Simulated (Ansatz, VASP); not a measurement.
## Two plane-wave programs on Sb

The input POSCAR:

```
Sb
1.0
   -1.9138234555      1.9138234555      1.9138234555
    1.9138234555     -1.9138234555      1.9138234555
    1.9138234555      1.9138234555     -1.9138234555
Sb
1
Direct
    0.0000000000      0.0000000000      0.0000000000
```

Contents of INCAR.step1:

```
SYSTEM = Sb
PREC     = Accurate       ! precision mode
ENCUT    = 520            ! plane-wave cutoff, eV
ISMEAR   = -1             ! smearing method
SIGMA    = 0.1            ! smearing width, eV
LREAL    = .FALSE.        ! projectors in reciprocal space
LASPH    = .TRUE.         ! aspherical terms in the spheres
NELM     = 100            ! most SCF steps
NBANDS   = 8              ! bands
GGA      = PE             ! functional
ALGO     = Normal         ! electronic algorithm
EDIFF    = 1E-4           ! SCF threshold, eV
LWAVE    = .TRUE.         ! write WAVECAR
LCHARG   = .FALSE.        ! write CHGCAR
```

The input INCAR.step2:

```
SYSTEM = Sb
PREC     = Accurate       ! precision mode
ENCUT    = 520            ! plane-wave cutoff, eV
EDIFF    = 1E-7           ! SCF threshold, eV
ISMEAR   = -1             ! smearing method
SIGMA    = 0.1            ! smearing width, eV
LREAL    = .FALSE.        ! projectors in reciprocal space
LASPH    = .TRUE.         ! aspherical terms in the spheres
NELM     = 100            ! most SCF steps
ALGO     = Normal         ! electronic algorithm
ISIF     = 2              ! what is computed and relaxed
LWAVE    = .FALSE.        ! write WAVECAR
LCHARG   = .FALSE.        ! write CHGCAR
METAGGA  = R2SCAN         ! meta-GGA
LMIXTAU  = .TRUE.       
NBANDS   = 8              ! bands
ISTART   = 1
```

KPOINTS

```
Automatic mesh
0
G
  13 13 13
  0 0 0
```

Input for Ansatz:

```yaml
crystal:
  lattice:
    - [-1.9138234555, 1.9138234555, 1.9138234555]
    - [1.9138234555, -1.9138234555, 1.9138234555]
    - [1.9138234555, 1.9138234555, -1.9138234555]
  atoms:
    - { symbol: Sb, position: [0.0, 0.0, 0.0] }
hamiltonian:
  xc: r2scan
  pseudopotentials:
    kind: paw
    azcp:
      Sb: "pseudopotentials/Sb.paw.azcp"
basis:
  ecutwfc: 500
  fft_grid_basis: typed
kpoints:
  mp_grid: { grid: [13, 13, 13], shift: [0, 0, 0] }
magnetization:
  spin_polarized: false
scf:
  occupations: { method: fermi_dirac, width: 0.1 }
  lower_state_search: "off"
output:
  stress: true
```

Alike in both runs: task single point; functional r2SCAN; k mesh 13 × 13 × 13; occupations fermi-dirac, width 0.1 eV; no spin polarisation.

```csv
,VASP,Ansatz
version,VASP 6.6.1,Ansatz 0.2.0
potentials or method,"VASP PAW PBE potentials, release 64 (Sb), cutoff 520 eV","plane waves (500 eV) with PAW, scalar-relativistic"
valence electrons in the cell,5,15
```

|  | VASP | Ansatz | Ansatz less VASP |
| --- | --- | --- | --- |
| pressure (GPa) | -2.3 | -2.3 | +0.08 |

VASP's potentials were made for PBE, not for r2SCAN. With one functional, cell and mesh, what is left measures potentials, basis and numerics. VASP's potentials hold 5 valence electrons a cell and Ansatz's 15, so a difference there can come from the potentials and not from the codes.

Spin-orbit coupling is off throughout.
